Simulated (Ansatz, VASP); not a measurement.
SnO2 in VASP and in Ansatz

```
Sn O
1.0
     1.61709    0.93363    4.80059
    -1.61709    0.93363    4.80059
     0.00000   -1.86726    4.80059
Sn O
1 2
Cartesian
  0.0000 0.0000 7.2009
  0.0000 0.0000 10.9861
  0.0000 0.0000 3.4157
```

Alike in both runs: functional PBEsol; k mesh 10 × 10 × 10; occupations fermi-dirac, width 0.05 eV; no spin polarisation.

```csv
,VASP,Ansatz
version,VASP 6.6.1,Ansatz 0.2.0
potentials or method,"VASP PAW PBE potentials, release 64 (Sn_d, O)",Ansatz PAW
plane-wave cutoff (eV),520,420
valence electrons in the cell,26,26
task,single point,band structure
```

Ansatz gave:

| Quantity | Value |
| --- | --- |
| gap on the k mesh at the Fermi level (eV) | 1.87 |
| least direct gap on the mesh (eV) | 1.98 |
| pressure (GPa) | -5.1 |
| traceless stress, the component that is largest in VASP (GPa) | 1.37 |
| rms of the force components (eV/Å) | 0.186 |

Problem. Estimate VASP's values.

Solution. gap on the k mesh at the Fermi level (eV): 1.84; least direct gap on the mesh (eV): 1.97; pressure (GPa): -4.6; traceless stress, the component that is largest in VASP (GPa): 1.01; rms of the force components (eV/Å): 0.164.

VASP's potentials were made for PBE, not for PBEsol. Atom by atom the forces differ by 0.022 eV/Å (rms over components).
